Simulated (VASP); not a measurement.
Ir: single point with LDA

The system is Ir.

```
Ir
1.0
     0.00000    1.90481    1.90481
     1.90481    0.00000    1.90481
     1.90481    1.90481    0.00000
Ir
1
Direct
  0.00000 0.00000 0.00000
```

```yaml
Program: VASP 6.6.1
Task: single point
Functional: LDA
Potentials_or_basis: VASP PAW LDA potentials, release 64 (Ir)
Cutoff: 520 eV
k_mesh: 12 × 12 × 12
Occupations: fermi-dirac, width 0.05 eV
Spin: no spin polarisation
```

```json
{"Pressure": "2.6 GPa"}
```

Levels at points of the mesh, in eV from the Fermi level:
| k point | band 1 | band 2 | band 3 | band 4 | band 5 | band 6 | band 7 | band 8 | band 9 |
| --- | --- | --- | --- | --- | --- | --- | --- | --- | --- |
| (0.00, 0.00, 0.00) | -11.39 | -4.10 | -4.10 | -4.10 | -1.27 | -1.27 | 14.26 | 19.94 | 19.94 |
| (0.50, 0.00, 0.00) | -8.40 | -4.19 | -4.19 | -0.81 | 0.90 | 0.90 | 7.47 | 13.80 | 19.91 |
| (0.50, 0.50, 0.00) | -8.23 | -7.66 | 0.89 | 1.50 | 1.50 | 1.70 | 10.80 | 11.77 | 11.77 |

Wall time 7.2 s on 1 thread of Intel(R) Xeon(R) Platinum 8488C (Sapphire Rapids) (shared host), peak memory 0.12 GiB.

Caveat: spin-orbit coupling is left out, which moves the levels of the heavy elements.
